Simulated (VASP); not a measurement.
Write the native input for VASP 6.6.1 that does the following.

```
Task                   : single point
Functional             : r2SCAN
Potentials or basis    : VASP PAW PBE potentials, release 64 (Li_sv, Se)
Cutoff                 : 830 eV
k mesh                 : 8 × 8 × 8
Occupations            : gaussian, width 0.02 eV
Spin                   : no spin polarisation
Dipole correction      : no
Further INCAR settings : ALGO = Normal; EDIFF = 1e-06; NBANDS = 13
```

Li2Se:

```
Li Se
1.0
     0.00000    3.02305    3.02305
     3.02305    0.00000    3.02305
     3.02305    3.02305    0.00000
Li Se
2 1
Direct
  0.25000 0.25000 0.25000
  0.75000 0.75000 0.75000
  0.00000 0.00000 0.00000
```

The input as run:

POSCAR

```
Li2Se
1.0
    0.0000000000      3.0230486618      3.0230486618
    3.0230486618      0.0000000000      3.0230486618
    3.0230486618      3.0230486618      0.0000000000
Li Se
2 1
Direct
    0.2500000000      0.2500000000      0.2500000000
    0.7500000000      0.7500000000      0.7500000000
    0.0000000000      0.0000000000      0.0000000000
```

INCAR.step1

```
SYSTEM = Li2Se
PREC     = Accurate       ! precision mode
ENCUT    = 830            ! plane-wave cutoff, eV
ISMEAR   = 0              ! smearing method
SIGMA    = 0.02           ! smearing width, eV
LREAL    = .False.        ! projectors in reciprocal space
LASPH    = .True.         ! aspherical terms in the spheres
NELM     = 120            ! most SCF steps
NBANDS   = 13             ! bands
GGA      = PE             ! functional
ALGO     = Normal         ! electronic algorithm
EDIFF    = 1E-5           ! SCF threshold, eV
LWAVE    = .True.         ! write WAVECAR
LCHARG   = .False.        ! write CHGCAR
GGA_COMPAT= .False.
```

INCAR.step2

```
SYSTEM = Li2Se
PREC     = Accurate       ! precision mode
ENCUT    = 830            ! plane-wave cutoff, eV
EDIFF    = 1E-6           ! SCF threshold, eV
ISMEAR   = 0              ! smearing method
SIGMA    = 0.02           ! smearing width, eV
LREAL    = .False.        ! projectors in reciprocal space
LASPH    = .True.         ! aspherical terms in the spheres
NELM     = 120            ! most SCF steps
ALGO     = Normal         ! electronic algorithm
ISIF     = 2              ! what is computed and relaxed
LWAVE    = .False.        ! write WAVECAR
LCHARG   = .False.        ! write CHGCAR
METAGGA  = R2SCAN         ! meta-GGA
LMIXTAU  = .True.       
NBANDS   = 13             ! bands
ISTART   = 1            
GGA_COMPAT= .False.
```

KPOINTS

```
Automatic mesh
0
Gamma
  8 8 8
  0 0 0
```

Potentials or basis: VASP PAW PBE potentials, release 64 (Li_sv, Se).

Command:

```bash
$ cat potpaw_PBE.64/Li_sv/POTCAR potpaw_PBE.64/Se/POTCAR > POTCAR
$ cp INCAR.step1 INCAR
$ mpirun -np 1 vasp_std > vasp.out
$ cp INCAR.step2 INCAR
$ mpirun -np 1 vasp_std > vasp.out
```

Results of the run:

| Property | Result |
| --- | --- |
| Pressure | -1.2 GPa |
| Band gap on the k mesh | 3.48 eV (least direct gap 4.04 eV) |

Caveat: the PAW data sets were made with another functional, which shifts forces and pressure a little.

Run time: 120 s on 1 thread of Intel(R) Xeon(R) Platinum 8488C (Sapphire Rapids), with other jobs on the host, peak memory 0.27 GiB.
